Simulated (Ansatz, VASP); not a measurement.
One calculation of VN2, two programs

```
CELL_PARAMETERS angstrom
-2.18285 2.18285 2.41754
2.18285 -2.18285 2.41754
2.18285 2.18285 -2.41754
ATOMIC_POSITIONS crystal
V 0.25000 0.25000 0.00000
V 0.75000 0.75000 0.00000
N 0.11357 0.61357 0.72715
N 0.61357 0.88643 0.50000
N 0.88643 0.38643 0.27285
N 0.38643 0.11357 0.50000
```

Alike in both runs: task single point; functional PBE; k mesh 18 × 18 × 18; occupations gaussian, width 0.15 eV; no spin polarisation.

```csv
,VASP,Ansatz
version,VASP 6.6.1,Ansatz 0.2.0
potentials or method,"VASP PAW PBE potentials, release 64 (V_sv, N), cutoff 520 eV","scalar-relativistic, plane waves, PAW"
valence electrons in the cell,46,46
```

Ansatz gave:

* gap on the k mesh at the Fermi level (eV): none
* pressure (GPa): -1.2
* traceless stress, the component that is largest in VASP (GPa): 15.87
* rms of the force components (eV/Å): 0.063

Estimate VASP's values.

gap on the k mesh at the Fermi level (eV): none; pressure (GPa): -0.5; traceless stress, the component that is largest in VASP (GPa): 15.71; rms of the force components (eV/Å): 0.044.

Atom by atom the forces differ by 0.019 eV/Å (rms over components). A gap of «none» marks a metal or a gap that the smearing closes.
